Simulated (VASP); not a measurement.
Set up this calculation in VASP 6.6.1, as the native input.

```yaml
Task: single point
Functional: r2SCAN
Potentials_or_basis: VASP PAW PBE potentials, release 64 (V_sv)
Cutoff: 520 eV
k_mesh: 12 × 12 × 6
Occupations: fermi-dirac, width 0.05 eV
Spin: collinear spin, ferromagnetic start
Starting_moments: "[2.0, 2.0] μB"
Dipole_correction: no
Further_INCAR_settings: ALGO = Normal; EDIFF = 1e-06; NBANDS = 24
```

Crystal: V.

```
CELL_PARAMETERS angstrom
2.55113 0.00000 0.00000
-1.27557 2.20934 0.00000
0.00000 0.00000 4.62691
ATOMIC_POSITIONS crystal
V 0.33333 0.66667 0.25000
V 0.66667 0.33333 0.75000
```

This isn't the form of V at room conditions, which is bcc.

One way to write it, as run:

POSCAR

```
V
1.0
    2.5511303260      0.0000000000      0.0000000000
   -1.2755651630      2.2093436706      0.0000000000
    0.0000000000      0.0000000000      4.6269143324
V
2
Direct
    0.3333333333      0.6666666667      0.2500000000
    0.6666666667      0.3333333333      0.7500000000
```

INCAR.step1

```
SYSTEM = V
  ALGO = Normal
  EDIFF = 1E-4
  ENCUT = 520
  GGA = PE
  ISMEAR = -1
  ISPIN = 2
  LASPH = .True.
  LCHARG = .False.
  LMAXMIX = 4
  LREAL = .False.
  LWAVE = .True.
  MAGMOM = 2 2
  NBANDS = 24
  NELM = 150
  PREC = Accurate
  SIGMA = 0.05
```

INCAR.step2

```
SYSTEM = V
  ALGO = Normal
  EDIFF = 1E-6
  ENCUT = 520
  ISIF = 2
  ISMEAR = -1
  ISPIN = 2
  ISTART = 1
  LASPH = .True.
  LCHARG = .False.
  LMAXMIX = 4
  LMIXTAU = .True.
  LORBIT = 11
  LREAL = .False.
  LWAVE = .False.
  MAGMOM = 2 2
  METAGGA = R2SCAN
  NBANDS = 24
  NELM = 150
  PREC = Accurate
  SIGMA = 0.05
```

KPOINTS

```
k-points
0
Gamma
  12 12 6
  0 0 0
```

Potentials or basis: VASP PAW PBE potentials, release 64 (V_sv).

Launch:

```sh
$ cat potpaw_PBE.64/V_sv/POTCAR > POTCAR
$ cp INCAR.step1 INCAR
$ mpirun -np 1 vasp_std > vasp.out
$ cp INCAR.step2 INCAR
$ mpirun -np 1 vasp_std > vasp.out
```

It gave:

```
Pressure                                              : 9.5 GPa
Band gap on the k mesh                                : zero (filled and empty bands overlap)
Net moment                                            : 0.00 μB per cell
Valence electrons inside the program's atomic spheres : V 11.71
```

Caveat: the cell stands under pressure; the PAW data sets were made with another functional, which shifts forces and pressure a little.

Wall time 4.6 min on 1 thread of AMD EPYC 9R45 (Zen 5), with other jobs on the host, peak memory 0.17 GiB.
